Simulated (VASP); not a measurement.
# OsBr (Pm-3m) in VASP: single point with PBE

Aim: the single point of OsBr with PBE.

Everything below comes from runs of VASP 6.6.1. Logs are shortened: lines on timing, memory, paths and dates and some standing lists are left out, and cuts for length are marked.

## 1. The cell of the first run

The structure is cubic, space group Pm-3m (No. 221). The conventional cell has a = 3.560 Å, b = 3.560 Å, c = 3.560 Å, α = 90.00°, β = 90.00°, γ = 90.00°. Within 4.1 Å of Br (site symmetry m-3m) lie 8 Os at 3.08 Å and 6 Br at 3.56 Å. Within 4.1 Å of Os (site symmetry m-3m) lie 8 Br at 3.08 Å and 6 Os at 3.56 Å.

## 2. Single point, PBE

File INCAR:

```
ALGO = Normal ; EDIFF = 1E-6
ENCUT = 600 ; GGA = PE
GGA_COMPAT = F ; ISIF = 2
ISMEAR = -1 ; LASPH = T
LCHARG = F ; LREAL = F
LWAVE = F ; NBANDS = 14
NELM = 120 ; PREC = Accurate
SIGMA = 0.1
```

File KPOINTS:

```
k-points
0
Gamma
  9 9 9
```

File POSCAR:

```
OsBr
1.0
    3.5604430000      0.0000000000      0.0000000000
    0.0000000000      3.5604430000      0.0000000000
    0.0000000000      0.0000000000      3.5604430000
Br Os
1 1
Direct
    0.5000000000      0.5000000000      0.5000000000
    0.0000000000      0.0000000000      0.0000000000
```

Potentials or basis: VASP PAW PBE potentials, release 64 (Br, Os).

Launch:

```console
$ cat potpaw_PBE.64/Br/POTCAR potpaw_PBE.64/Os/POTCAR > POTCAR
$ mpirun -np 1 vasp_std > vasp.out
```

OUTCAR:

```text
EDIFF = 1E-6
   ENCUT = 600
   GGA = PE
   ISIF = 2
   ISMEAR = -1
   LASPH = T
   LREAL = F
   NELM = 120
   PREC = Accurate

 ion  position               nearest neighbor table
   1  0.500  0.500  0.500-   2 3.08   2 3.08   2 3.08   2 3.08   2 3.08   2 3.08   2 3.08   2 3.08

   2  0.000  0.000  0.000-   1 3.08   1 3.08   1 3.08   1 3.08   1 3.08   1 3.08   1 3.08   1 3.08

  LATTYP: Found a simple cubic cell.
 ALAT       =     3.5604430000

  Lattice vectors:

 A1 = (   3.5604430000,   0.0000000000,   0.0000000000)
 A2 = (   0.0000000000,   3.5604430000,   0.0000000000)
 A3 = (   0.0000000000,   0.0000000000,   3.5604430000)

Analysis of symmetry for initial positions (statically):
=====================================================================
 Subroutine PRICEL returns:
 Original cell was already a primitive cell.

 Routine SETGRP: Setting up the symmetry group for a
 simple cubic supercell.

 Subroutine GETGRP returns: Found 48 space group operations
 (whereof 48 operations were pure point group operations)
 out of a pool of 48 trial point group operations.

The static configuration has the point symmetry O_h .

Analysis of symmetry for dynamics (positions and initial velocities):
=====================================================================
 Subroutine PRICEL returns:
 Original cell was already a primitive cell.

 Routine SETGRP: Setting up the symmetry group for a
 simple cubic supercell.

 Subroutine GETGRP returns: Found 48 space group operations
 (whereof 48 operations were pure point group operations)
 out of a pool of 48 trial point group operations.

The dynamic configuration has the point symmetry O_h .

 Subroutine INISYM returns: Found 48 space group operations
 (whereof 48 operations are pure point group operations),
 and found     1 'primitive' translations

----------------------------------------------------------------------------------------

                                     Primitive cell

  volume of cell :      45.1349

  direct lattice vectors                    reciprocal lattice vectors
     3.560443000  0.000000000  0.000000000     0.280863926  0.000000000  0.000000000
     0.000000000  3.560443000  0.000000000     0.000000000  0.280863926  0.000000000
     0.000000000  0.000000000  3.560443000     0.000000000  0.000000000  0.280863926

  length of vectors
     3.560443000  3.560443000  3.560443000     0.280863926  0.280863926  0.280863926

  position of ions in fractional coordinates (direct lattice)
     0.500000000  0.500000000  0.500000000
     0.000000000  0.000000000  0.000000000

  ion indices of the primitive-cell ions
   primitive index   ion index
                 1           1
                 2           2

----------------------------------------------------------------------------------------

 KPOINTS: k-points

Automatic generation of k-mesh.
 Grid dimensions read from file:
 generate k-points for:    9    9    9

 Generating k-lattice:

  Cartesian coordinates                     Fractional coordinates (reciprocal lattice)
     0.031207103  0.000000000  0.000000000     0.111111111  0.000000000  0.000000000
     0.000000000  0.031207103  0.000000000     0.000000000  0.111111111  0.000000000
     0.000000000  0.000000000  0.031207103     0.000000000  0.000000000  0.111111111

  Length of vectors
     0.031207103  0.031207103  0.031207103

  Shift w.r.t. Gamma in fractional coordinates (k-lattice)
     0.000000000  0.000000000  0.000000000

 Subroutine IBZKPT returns following result:
 ===========================================

 Found     35 irreducible k-points:

 Following reciprocal coordinates:
            Coordinates               Weight
  0.000000  0.000000  0.000000      1.000000
  0.111111  0.000000  0.000000      6.000000
  0.222222  0.000000  0.000000      6.000000
  0.333333  0.000000  0.000000      6.000000
  0.444444  0.000000  0.000000      6.000000
  0.111111  0.111111  0.000000     12.000000
[... 16 lines left out ...]
  0.333333  0.333333  0.111111     24.000000
  0.444444  0.333333  0.111111     48.000000
 [... further k-points ...]
   k-points           NKPTS =     35   k-points in BZ     NKDIM =     35   number of bands    NBANDS=     14
   number of dos      NEDOS =    301   number of ions     NIONS =      2
   total plane-waves  NPLWV =  21952
   dimension x,y,z NGX =    28 NGY =   28 NGZ =   28
   dimension x,y,z NGXF=    56 NGYF=   56 NGZF=   56
   ions per type =               1   1
   NGX,Y,Z   is equivalent  to a cutoff of  13.07, 13.07, 13.07 a.u.
   NGXF,Y,Z  is equivalent  to a cutoff of  26.15, 26.15, 26.15 a.u.
 SYSTEM =  unknown system
   PREC   = accura    normal or accurate (medium, high low for compatibility)
   ISTART =      0    job   : 0-new  1-cont  2-samecut
   ICHARG =      2    charge: 1-file 2-atom 10-const
   ISPIN  =      1    spin polarized calculation?
   LNONCOLLINEAR =      F non collinear calculations
   LSORBIT =      F    spin-orbit coupling
   LASPH  =      T    aspherical Exc in radial PAW
   ENCUT  =  600.0 eV  44.10 Ry    6.64 a.u.   7.11  7.11  7.11*2*pi/ulx,y,z
   NELM   =    120;   NELMIN=  2; NELMDL= -5     # of ELM steps
   EDIFF  = 0.1E-05   stopping-criterion for ELM
   LREAL  =      F    real-space projection
   EDIFFG = 0.1E-04   stopping-criterion for IOM
   NSW    =      0    number of steps for IOM
   IBRION =     -1    ionic relax: 0-MD 1-quasi-New 2-CG
   NFREE  =      0    steps in history (QN), initial steepest desc. (CG)
   ISIF   =      2    stress and relaxation
   ISYM   =      2    0-nonsym 1-usesym 2-fastsym
   POTIM  = 0.5000    time-step for ionic-motion
   TEBEG  =    0.0;   TEEND  =   0.0 temperature during run
   PSTRESS=    0.0 pullay stress
   NELECT =      15.0000    total number of electrons
   NUPDOWN=      -1.0000    fix difference up-down
   EMIN   =  10.00;   EMAX   =-10.00  energy-range for DOS
   EFERMI =   0.00;   METHOD = LEGACY
   ISMEAR =    -1;   SIGMA  =   0.10  broadening in eV -4-tet -1-fermi 0-gaus
   EFERMI_NEDOS =   21; number of points for ismear=-14 and -15
   IALGO  =     38    algorithm
   IMIX   =      4    mixing-type and parameters
     AMIX     =   0.40;   BMIX     =  1.00
     AMIX_MAG =   1.60;   BMIX_MAG =  1.00
  volume/ion in A,a.u.               =      22.57       152.29
  Fermi-wavevector in a.u.,A,eV,Ry     =   1.133969  2.142891 17.495539  1.285886
  Thomas-Fermi vector in A             =   2.270673
   LORBIT       =      0    0 simple, 1 ext, 2 COOP (PROOUT), +10 PAW based schemes
   GGA     = PE    functional components
   LHFCALC =     F    Hartree Fock is set to
   AEXX    =    0.0000 exact exchange contribution
   IVDW    =     0    specifies the selected vdW correction
   LEPSILON=     F    determine dielectric tensor
   LRPA    =     F    only Hartree local field effects (RPA)
 non-spin polarized calculation
  energy-cutoff  :      600.00
  volume of cell :       45.13
 maximum number of plane-waves:      1519
   NGX = 15   NGY = 15   NGZ = 15

 number of electron      14.9999999 magnetization

 Free energy of the ion-electron system (eV)
  ---------------------------------------------------
  ext. energy  EPLUGINS =         0.00000000
  ---------------------------------------------------
  free energy    TOTEN  =        -8.24170901 eV

  energy without entropy =       -8.11255038  energy(sigma->0) =       -8.17712969

 E-fermi :   4.5452     XC(G=0): -10.7419

 val. band max:        4.5363268786   @ k =   0.4444   0.4444   0.3333
 cond. band min:       4.5455772851   @ k =   0.3333   0.3333   0.1111
 fundamental gap:      0.0092504065
 Fermi energy:         4.5452436497

 k-point     1 :       0.0000    0.0000    0.0000
  band No.  band energies     occupation
      1     -12.3262      2.00000
      2       1.1842      2.00000
      3       1.1842      2.00000
      4       1.1842      2.00000
      5       2.2229      2.00000
      6       2.2229      2.00000
      7       2.4481      2.00000
      8       4.2126      1.93065
      9       4.2126      1.93065
     10       4.2126      1.93065
     11      12.6272      0.00000
     12      12.6272      0.00000
     13      16.3002      0.00000
     14      16.3002      0.00000

 k-point     2 :       0.1111    0.0000    0.0000
  band No.  band energies     occupation
      1     -12.2741      2.00000
      2       0.1750      2.00000
      3       1.1208      2.00000
      4       1.1208      2.00000
      5       2.2653      2.00000
      6       2.4771      2.00000
      7       3.3901      1.99998
      8       4.2280      1.91954
      9       4.3277      1.79596
     10       4.3277      1.79596
     11      12.4183      0.00000
     12      12.7399      0.00000
     13      15.4591      0.00000
     14      15.4591      0.00000

 k-point     3 :       0.2222    0.0000    0.0000
  band No.  band energies     occupation
      1     -12.1366      2.00000
      2      -1.1044      2.00000
      3       0.9720      2.00000
      4       0.9720      2.00000
      5       2.3767      2.00000
      6       3.0700      2.00000
      7       4.2675      1.88285
      8       4.6197      0.64408
      9       4.6253      0.61969
     10       4.6253      0.61969
     11      11.9143      0.00000
     12      12.1476      0.00000
     13      14.0303      0.00000
     14      14.0303      0.00000
[... 324 lines left out ...]
 k-point    23 :       0.3333    0.3333    0.1111
  band No.  band energies     occupation
      1     -11.6818      2.00000
      2      -1.3880      2.00000
      3      -0.7710      2.00000
      4       0.8035      2.00000
      5       2.8495      2.00000
      6       3.6768      1.99966
      7       3.6982      1.99958
      8       4.5456      0.99833
      9       4.6942      0.36785
     10       6.3220      0.00000
     11      10.3561      0.00000
     12      11.9025      0.00000
     13      13.5193      0.00000
     14      14.5009      0.00000

 k-point    24 :       0.4444    0.3333    0.1111
  band No.  band energies     occupation
      1     -11.6027      2.00000
      2      -1.5577      2.00000
      3      -0.7374      2.00000
      4       0.9673      2.00000
      5       2.6455      2.00000
      6       3.5219      1.99993
      7       3.6867      1.99963
      8       4.6404      0.55721
      9       4.7557      0.21740
     10       6.1786      0.00000
     11      10.3232      0.00000
     12      11.4235      0.00000
     13      13.8708      0.00000
     14      15.1143      0.00000

 [... further k-points ...]

------------------------ aborting loop because EDIFF is reached ----------------------------------------

  FORCE on cell =-STRESS in cart. coord.  units (eV):
  Direction    XX          YY          ZZ          XY          YZ          ZX
  --------------------------------------------------------------------------------------
  -------------------------------------------------------------------------------------
  Total       -5.4902740     -5.4902740     -5.4902740     -0.0000000     -0.0000000      0.0000000
  in kB     -194.8913151   -194.8913151   -194.8913151     -0.0000000     -0.0000000      0.0000000
  external PRESSURE =    -194.8913151 kB  Pullay stress =       0.0000000 kB

 VOLUME and BASIS-vectors are now :
 -----------------------------------------------------------------------------
  energy-cutoff  :      600.00
  volume of cell :       45.13
      direct lattice vectors                 reciprocal lattice vectors
     3.560443000  0.000000000  0.000000000     0.280863926  0.000000000  0.000000000
     0.000000000  3.560443000  0.000000000     0.000000000  0.280863926  0.000000000
     0.000000000  0.000000000  3.560443000     0.000000000  0.000000000  0.280863926

 POSITION                                       TOTAL-FORCE (eV/Angst)
 -----------------------------------------------------------------------------------
      1.78022      1.78022      1.78022         0.000000      0.000000      0.000000
      0.00000      0.00000      0.00000         0.000000      0.000000      0.000000
 -----------------------------------------------------------------------------------
    total drift:                                0.000000      0.000000      0.000000

  FREE ENERGIE OF THE ION-ELECTRON SYSTEM (eV)
  ---------------------------------------------------
  free  energy   TOTEN  =        -8.2417090129 eV

  energy  without entropy=       -8.1125503766  energy(sigma->0) =       -8.17712969
```

Run time: 8.9 s. Hardware: 1 thread of AMD EPYC 9R45 (Zen 5), shared host; peak memory 0.14 GiB.

Results:

- Free energy: -8.2417 eV
- Pressure: -19.5 GPa
- Band gap on the k mesh: zero (an odd number of electrons rules out a gap without spin polarisation)

Caveat: the cell stands under tension; spin-orbit coupling is left out, which moves the levels of the heavy elements; an odd number of electrons without spin polarisation forces a metal; a magnetic or distorted state may lie lower.
